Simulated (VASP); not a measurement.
# SrO (P6_3/mmc) in VASP: a series of runs

SrO is run at these levels: LDA; tasks: single point.

Program: VASP 6.6.1. These are calculated values, not measurements. Logs are shortened: lines on timing, memory, paths and dates and some standing lists are left out, and cuts for length are marked.

## Step 1: The cell of the first run

Symmetry: P6_3/mmc, No. 194, hexagonal system. The conventional cell has a = 3.553 Å, b = 3.553 Å, c = 6.217 Å, α = 90.00°, β = 90.00°, γ = 120.00°. Sr (site symmetry -6m2) has 6 O at 2.57 Å within 3.4 Å. O (site symmetry -3m) has 6 Sr at 2.57 Å and 2 O at 3.11 Å within 3.4 Å.

## Step 2: Single point, LDA

INCAR reads:

```
ALGO = Normal ; EDIFF = 1E-6
ENCUT = 520 ; GGA = CA
ISIF = 2 ; ISMEAR = 0
LASPH = True ; LCHARG = False
LREAL = False ; LWAVE = False
NBANDS = 24 ; NELM = 100
PREC = Accurate ; SIGMA = 0.05
```

KPOINTS reads:

```
k-points
0
Gamma
  9 9 4
```

POSCAR reads:

```
SrO
1.0
    3.5532880902      0.0000000000      0.0000000000
   -1.7766440451      3.0772377531      0.0000000000
    0.0000000000      0.0000000000      6.2173039800
Sr O
2 2
Direct
    0.3333333333      0.6666666667      0.2500000000
    0.6666666667      0.3333333333      0.7500000000
    0.0000000000      0.0000000000      0.0000000000
    0.0000000000      0.0000000000      0.5000000000
```

Potentials or basis: VASP PAW LDA potentials, release 64 (Sr_sv, O).

Launch:

```sh
$ cat potpaw_LDA.64/Sr_sv/POTCAR potpaw_LDA.64/O/POTCAR > POTCAR
$ mpirun -np 1 vasp_std > vasp.out
```

OUTCAR:

```text
EDIFF = 1E-6
   ENCUT = 520
   GGA = CA
   ISIF = 2
   ISMEAR = 0
   LASPH = True
   LREAL = False
   NELM = 100
   PREC = Accurate

 ion  position               nearest neighbor table
   1  0.333  0.667  0.250-   3 2.57   4 2.57   3 2.57   4 2.57   3 2.57   4 2.57   2 3.72   2 3.72
                             2 3.72   2 3.72   2 3.72   2 3.72
   2  0.667  0.333  0.750-   3 2.57   4 2.57   3 2.57   4 2.57   3 2.57   4 2.57   1 3.72   1 3.72
                             1 3.72   1 3.72   1 3.72   1 3.72
   3  0.000  0.000  0.000-   1 2.57   2 2.57   2 2.57   1 2.57   2 2.57   1 2.57
   4  0.000  0.000  0.500-   1 2.57   2 2.57   2 2.57   1 2.57   2 2.57   1 2.57

  LATTYP: Found a hexagonal cell.
 ALAT       =     3.5532880902
 C/A-ratio  =     1.7497325919

  Lattice vectors:

 A1 = (   3.5532880902,   0.0000000000,   0.0000000000)
 A2 = (  -1.7766440451,   3.0772377531,   0.0000000000)
 A3 = (   0.0000000000,   0.0000000000,   6.2173039800)

Analysis of symmetry for initial positions (statically):
=====================================================================
 Subroutine PRICEL returns:
 Original cell was already a primitive cell.

 Routine SETGRP: Setting up the symmetry group for a
 hexagonal supercell.

 Subroutine GETGRP returns: Found 24 space group operations
 (whereof 12 operations were pure point group operations)
 out of a pool of 24 trial point group operations.

The static configuration has the point symmetry D_3d.
 The point group associated with its full space group is D_6h.

Analysis of symmetry for dynamics (positions and initial velocities):
=====================================================================
 Subroutine PRICEL returns:
 Original cell was already a primitive cell.

 Routine SETGRP: Setting up the symmetry group for a
 hexagonal supercell.

 Subroutine GETGRP returns: Found 24 space group operations
 (whereof 12 operations were pure point group operations)
 out of a pool of 24 trial point group operations.

The dynamic configuration has the point symmetry D_3d.
 The point group associated with its full space group is D_6h.

 Subroutine INISYM returns: Found 24 space group operations
 (whereof 12 operations are pure point group operations),
 and found     1 'primitive' translations

----------------------------------------------------------------------------------------

                                     Primitive cell

  volume of cell :      67.9819

  direct lattice vectors                    reciprocal lattice vectors
     3.553288090  0.000000000  0.000000000     0.281429475  0.162483383  0.000000000
    -1.776644045  3.077237753  0.000000000     0.000000000  0.324966766  0.000000000
     0.000000000  0.000000000  6.217303980     0.000000000  0.000000000  0.160841420

  length of vectors
     3.553288090  3.553288090  6.217303980     0.324966766  0.324966766  0.160841420

  position of ions in fractional coordinates (direct lattice)
     0.333333333  0.666666667  0.250000000
     0.666666667  0.333333333  0.750000000
     0.000000000  0.000000000  0.000000000
     0.000000000  0.000000000  0.500000000

  ion indices of the primitive-cell ions
   primitive index   ion index
                 1           1
                 2           2
                 3           3
                 4           4

----------------------------------------------------------------------------------------

 KPOINTS: k-points

Automatic generation of k-mesh.
 Grid dimensions read from file:
 generate k-points for:    9    9    4

 Generating k-lattice:

  Cartesian coordinates                     Fractional coordinates (reciprocal lattice)
     0.031269942  0.018053709  0.000000000     0.111111111 -0.000000000  0.000000000
     0.000000000  0.036107418  0.000000000     0.000000000  0.111111111  0.000000000
     0.000000000  0.000000000  0.040210355     0.000000000  0.000000000  0.250000000

  Length of vectors
     0.036107418  0.036107418  0.040210355

  Shift w.r.t. Gamma in fractional coordinates (k-lattice)
     0.000000000  0.000000000  0.000000000

 Subroutine IBZKPT returns following result:
 ===========================================

 Found     36 irreducible k-points:

 Following reciprocal coordinates:
            Coordinates               Weight
  0.000000  0.000000  0.000000      1.000000
  0.111111  0.000000  0.000000      6.000000
  0.222222  0.000000  0.000000      6.000000
  0.333333  0.000000  0.000000      6.000000
  0.444444  0.000000  0.000000      6.000000
  0.111111  0.111111  0.000000      6.000000
[... 16 lines left out ...]
  0.333333  0.222222  0.250000     24.000000
  0.333333  0.333333  0.250000      4.000000
 [... further k-points ...]
   k-points           NKPTS =     36   k-points in BZ     NKDIM =     36   number of bands    NBANDS=     24
   number of dos      NEDOS =    301   number of ions     NIONS =      4
   total plane-waves  NPLWV =  37632
   dimension x,y,z NGX =    28 NGY =   28 NGZ =   48
   dimension x,y,z NGXF=    56 NGYF=   56 NGZF=   96
   ions per type =               2   2
   NGX,Y,Z   is equivalent  to a cutoff of  13.10, 13.10, 12.83 a.u.
   NGXF,Y,Z  is equivalent  to a cutoff of  26.20, 26.20, 25.67 a.u.
 SYSTEM =  unknown system
   PREC   = accura    normal or accurate (medium, high low for compatibility)
   ISTART =      0    job   : 0-new  1-cont  2-samecut
   ICHARG =      2    charge: 1-file 2-atom 10-const
   ISPIN  =      1    spin polarized calculation?
   LNONCOLLINEAR =      F non collinear calculations
   LSORBIT =      F    spin-orbit coupling
   LASPH  =      T    aspherical Exc in radial PAW
   ENCUT  =  520.0 eV  38.22 Ry    6.18 a.u.   6.61  6.61 11.56*2*pi/ulx,y,z
   NELM   =    100;   NELMIN=  2; NELMDL= -5     # of ELM steps
   EDIFF  = 0.1E-05   stopping-criterion for ELM
   LREAL  =      F    real-space projection
   EDIFFG = 0.1E-04   stopping-criterion for IOM
   NSW    =      0    number of steps for IOM
   IBRION =     -1    ionic relax: 0-MD 1-quasi-New 2-CG
   NFREE  =      0    steps in history (QN), initial steepest desc. (CG)
   ISIF   =      2    stress and relaxation
   ISYM   =      2    0-nonsym 1-usesym 2-fastsym
   POTIM  = 0.5000    time-step for ionic-motion
   TEBEG  =    0.0;   TEEND  =   0.0 temperature during run
   PSTRESS=    0.0 pullay stress
   NELECT =      32.0000    total number of electrons
   NUPDOWN=      -1.0000    fix difference up-down
   EMIN   =  10.00;   EMAX   =-10.00  energy-range for DOS
   EFERMI =   0.00;   METHOD = LEGACY
   ISMEAR =     0;   SIGMA  =   0.05  broadening in eV -4-tet -1-fermi 0-gaus
   EFERMI_NEDOS =   21; number of points for ismear=-14 and -15
   IALGO  =     38    algorithm
   IMIX   =      4    mixing-type and parameters
     AMIX     =   0.40;   BMIX     =  1.00
     AMIX_MAG =   1.60;   BMIX_MAG =  1.00
  volume/ion in A,a.u.               =      17.00       114.69
  Fermi-wavevector in a.u.,A,eV,Ry     =   1.273484  2.406537 22.065419  1.621763
  Thomas-Fermi vector in A             =   2.406305
   LORBIT       =      0    0 simple, 1 ext, 2 COOP (PROOUT), +10 PAW based schemes
   GGA     = CA    functional components
   LHFCALC =     F    Hartree Fock is set to
   AEXX    =    0.0000 exact exchange contribution
   IVDW    =     0    specifies the selected vdW correction
   LEPSILON=     F    determine dielectric tensor
   LRPA    =     F    only Hartree local field effects (RPA)
 non-spin polarized calculation
 Gauss-broadening in eV      SIGMA  =   0.05
  energy-cutoff  :      520.00
  volume of cell :       67.98
 maximum number of plane-waves:      1853
 NGX is ok and might be reduce to    28
   NGX = 13   NGY = 13   NGZ = 23

 number of electron      32.0000015 magnetization

 Free energy of the ion-electron system (eV)
  ---------------------------------------------------
  ext. energy  EPLUGINS =         0.00000000
  ---------------------------------------------------
  free energy    TOTEN  =       -26.41177917 eV

  energy without entropy =      -26.41177917  energy(sigma->0) =      -26.41177917

 E-fermi :   2.1614     XC(G=0): -10.5206

 val. band max:        1.8866661919   @ k =   0.0000   0.0000   0.0000
 cond. band min:       4.7639914503   @ k =   0.0000   0.0000   0.0000
 fundamental gap:      2.8773252584
 Fermi energy:         2.1613719759

 k-point     1 :       0.0000    0.0000    0.0000
  band No.  band energies     occupation
      1     -30.7957      2.00000
      2     -30.6828      2.00000
      3     -14.9974      2.00000
      4     -13.3391      2.00000
      5     -12.5541      2.00000
      6     -12.5541      2.00000
[... 16 lines left out ...]
     23       9.1753      0.00000
     24      10.0655      0.00000

 k-point     2 :       0.1111    0.0000    0.0000
  band No.  band energies     occupation
      1     -30.7789      2.00000
      2     -30.6724      2.00000
      3     -14.8994      2.00000
      4     -13.6688      2.00000
      5     -12.6731      2.00000
      6     -12.6002      2.00000
[... 16 lines left out ...]
     23       9.3871      0.00000
     24       9.7605      0.00000

 k-point     3 :       0.2222    0.0000    0.0000
  band No.  band energies     occupation
      1     -30.7353      2.00000
      2     -30.6469      2.00000
      3     -14.6149      2.00000
      4     -14.1954      2.00000
      5     -12.9530      2.00000
      6     -12.6964      2.00000
[... 16 lines left out ...]
     23       9.7742      0.00000
     24       9.9300      0.00000

 k-point     4 :       0.3333    0.0000    0.0000
  band No.  band energies     occupation
      1     -30.6824      2.00000
      2     -30.6202      2.00000
      3     -14.6343      2.00000
      4     -14.1784      2.00000
      5     -13.2503      2.00000
      6     -12.7936      2.00000
[... 16 lines left out ...]
     23      10.5551      0.00000
     24      10.5971      0.00000

 k-point     5 :       0.4444    0.0000    0.0000
  band No.  band energies     occupation
      1     -30.6434      2.00000
      2     -30.6068      2.00000
      3     -14.8794      2.00000
      4     -13.6881      2.00000
      5     -13.4341      2.00000
      6     -12.9015      2.00000
[... 16 lines left out ...]
     23      11.1971      0.00000
     24      11.7044      0.00000

 k-point     6 :       0.1111    0.1111    0.0000
  band No.  band energies     occupation
      1     -30.7487      2.00000
      2     -30.6545      2.00000
      3     -14.7079      2.00000
      4     -14.0512      2.00000
      5     -12.8853      2.00000
      6     -12.6347      2.00000
[... 16 lines left out ...]
     23       9.4834      0.00000
     24       9.6803      0.00000
[... 379 lines left out ...]
 k-point    21 :       0.4444    0.1111    0.2500
  band No.  band energies     occupation
      1     -30.6280      2.00000
      2     -30.6082      2.00000
      3     -14.8070      2.00000
      4     -14.0554      2.00000
      5     -13.0088      2.00000
      6     -12.9030      2.00000
[... 16 lines left out ...]
     23      11.1011      0.00000
     24      11.3452      0.00000

 k-point    22 :       0.2222    0.2222    0.2500
  band No.  band energies     occupation
      1     -30.6508      2.00000
      2     -30.6167      2.00000
      3     -14.6537      2.00000
      4     -14.1356      2.00000
      5     -13.0715      2.00000
      6     -12.9711      2.00000
[... 16 lines left out ...]
     23      10.7797      0.00000
     24      11.2480      0.00000

 k-point    23 :       0.3333    0.2222    0.2500
  band No.  band energies     occupation
      1     -30.6218      2.00000
      2     -30.6054      2.00000
      3     -14.7608      2.00000
      4     -13.9517      2.00000
      5     -13.1671      2.00000
      6     -13.0827      2.00000
[... 16 lines left out ...]
     23      11.1248      0.00000
     24      11.5317      0.00000

 k-point    24 :       0.3333    0.3333    0.2500
  band No.  band energies     occupation
      1     -30.6065      2.00000
      2     -30.6065      2.00000
      3     -14.7644      2.00000
      4     -13.8205      2.00000
      5     -13.2729      2.00000
      6     -13.2729      2.00000
[... 16 lines left out ...]
     23      11.5695      0.00000
     24      11.7019      0.00000

 [... further k-points ...]
[... 5 lines left out ...]
  --------------------------------------------------------------------------------------
  -------------------------------------------------------------------------------------
  Total       -1.9830099     -1.9830099     -2.3772578      0.0000000     -0.0000000      0.0000000
  in kB      -46.7349606    -46.7349606    -56.0264734      0.0000000     -0.0000000      0.0000000
  external PRESSURE =     -49.8321316 kB  Pullay stress =       0.0000000 kB

 VOLUME and BASIS-vectors are now :
 -----------------------------------------------------------------------------
  energy-cutoff  :      520.00
  volume of cell :       67.98
      direct lattice vectors                 reciprocal lattice vectors
     3.553288090  0.000000000  0.000000000     0.281429475  0.162483383  0.000000000
    -1.776644045  3.077237753  0.000000000     0.000000000  0.324966766  0.000000000
     0.000000000  0.000000000  6.217303980     0.000000000  0.000000000  0.160841420

 POSITION                                       TOTAL-FORCE (eV/Angst)
 -----------------------------------------------------------------------------------
     -0.00000      2.05149      1.55433         0.000000      0.000000      0.000000
      1.77664      1.02575      4.66298        -0.000000     -0.000000      0.000000
      0.00000      0.00000      0.00000         0.000000      0.000000      0.000000
      0.00000      0.00000      3.10865        -0.000000      0.000000      0.000000
 -----------------------------------------------------------------------------------
    total drift:                               -0.000000      0.000000     -0.000000

  FREE ENERGIE OF THE ION-ELECTRON SYSTEM (eV)
  ---------------------------------------------------
  free  energy   TOTEN  =       -26.4117791741 eV

  energy  without entropy=      -26.4117791741  energy(sigma->0) =      -26.41177917
```

Run time: 24 s. Hardware: 1 thread of Intel Xeon 6975P-C (Granite Rapids), shared host; peak memory 0.19 GiB.

Results:

| Property | Result |
| --- | --- |
| Free energy | -26.4118 eV |
| Pressure | -5.0 GPa |
| Band gap on the k mesh | 2.88 eV, direct |

A k mesh can miss the band edges. A hybrid or GW would open this gap; LDA tends to underestimate it.

## Step 3: Single point, LDA

INCAR reads:

```
ALGO = Normal
EDIFF = 1E-6
ENCUT = 520
ISIF = 2
ISMEAR = 0
LASPH = T
LCHARG = F
LREAL = F
LWAVE = F
NBANDS = 24
NELM = 100
PREC = Accurate
SIGMA = 0.05
```

KPOINTS is that of step 2.

POSCAR is that of step 2.

Potentials or basis: VASP PAW LDA potentials, release 64 (Sr_sv, O).

Launch:

```sh
$ cat potpaw_LDA.64/Sr_sv/POTCAR potpaw_LDA.64/O/POTCAR > POTCAR
$ mpirun -np 1 vasp_std > vasp.out
```

OUTCAR:

```text
EDIFF = 1E-6
   ENCUT = 520
   ISIF = 2
   ISMEAR = 0
   LASPH = T
   LREAL = F
   NELM = 100
   PREC = Accurate

 ion  position               nearest neighbor table
   1  0.333  0.667  0.250-   3 2.57   4 2.57   3 2.57   4 2.57   3 2.57   4 2.57   2 3.72   2 3.72
                             2 3.72   2 3.72   2 3.72   2 3.72
   2  0.667  0.333  0.750-   3 2.57   4 2.57   3 2.57   4 2.57   3 2.57   4 2.57   1 3.72   1 3.72
                             1 3.72   1 3.72   1 3.72   1 3.72
   3  0.000  0.000  0.000-   1 2.57   2 2.57   2 2.57   1 2.57   2 2.57   1 2.57
   4  0.000  0.000  0.500-   1 2.57   2 2.57   2 2.57   1 2.57   2 2.57   1 2.57

  LATTYP: Found a hexagonal cell.
 ALAT       =     3.5532880902
 C/A-ratio  =     1.7497325919

  Lattice vectors:

 A1 = (   3.5532880902,   0.0000000000,   0.0000000000)
 A2 = (  -1.7766440451,   3.0772377531,   0.0000000000)
 A3 = (   0.0000000000,   0.0000000000,   6.2173039800)

Analysis of symmetry for initial positions (statically):
=====================================================================
[... 173 lines left out ...]
  ext. energy  EPLUGINS =         0.00000000
  ---------------------------------------------------
  free energy    TOTEN  =       -26.41177917 eV

  energy without entropy =      -26.41177917  energy(sigma->0) =      -26.41177917

 E-fermi :   2.1614     XC(G=0): -10.5206

 val. band max:        1.8866661919   @ k =   0.0000   0.0000   0.0000
 cond. band min:       4.7639914503   @ k =   0.0000   0.0000   0.0000
 fundamental gap:      2.8773252584
 Fermi energy:         2.1613719759

 k-point     1 :       0.0000    0.0000    0.0000
  band No.  band energies     occupation
      1     -30.7957      2.00000
      2     -30.6828      2.00000
      3     -14.9974      2.00000
      4     -13.3391      2.00000
      5     -12.5541      2.00000
      6     -12.5541      2.00000
[... 637 lines left out ...]
     23      11.5695      0.00000
     24      11.7019      0.00000

 [... further k-points ...]
[... 5 lines left out ...]
  --------------------------------------------------------------------------------------
  -------------------------------------------------------------------------------------
  Total       -1.9830099     -1.9830099     -2.3772578      0.0000000     -0.0000000      0.0000000
  in kB      -46.7349606    -46.7349606    -56.0264734      0.0000000     -0.0000000      0.0000000
  external PRESSURE =     -49.8321316 kB  Pullay stress =       0.0000000 kB

 VOLUME and BASIS-vectors are now :
 -----------------------------------------------------------------------------
  energy-cutoff  :      520.00
  volume of cell :       67.98
      direct lattice vectors                 reciprocal lattice vectors
     3.553288090  0.000000000  0.000000000     0.281429475  0.162483383  0.000000000
    -1.776644045  3.077237753  0.000000000     0.000000000  0.324966766  0.000000000
     0.000000000  0.000000000  6.217303980     0.000000000  0.000000000  0.160841420

 POSITION                                       TOTAL-FORCE (eV/Angst)
 -----------------------------------------------------------------------------------
     -0.00000      2.05149      1.55433         0.000000      0.000000      0.000000
      1.77664      1.02575      4.66298        -0.000000     -0.000000      0.000000
      0.00000      0.00000      0.00000         0.000000      0.000000      0.000000
      0.00000      0.00000      3.10865        -0.000000      0.000000      0.000000
 -----------------------------------------------------------------------------------
    total drift:                               -0.000000      0.000000     -0.000000

  FREE ENERGIE OF THE ION-ELECTRON SYSTEM (eV)
  ---------------------------------------------------
  free  energy   TOTEN  =       -26.4117791741 eV

  energy  without entropy=      -26.4117791741  energy(sigma->0) =      -26.41177917
```

It took 23 s on 1 thread of Intel Xeon 6975P-C (Granite Rapids), shared host; peak memory 0.19 GiB.

Results:

```yaml
Free_energy: -26.4118 eV
Pressure: -5.0 GPa
Band_gap_on_the_k_mesh: 2.88 eV, direct
```

A k mesh can miss the band edges. Expect the measured gap to be larger: semilocal functionals such as LDA lack the derivative discontinuity.
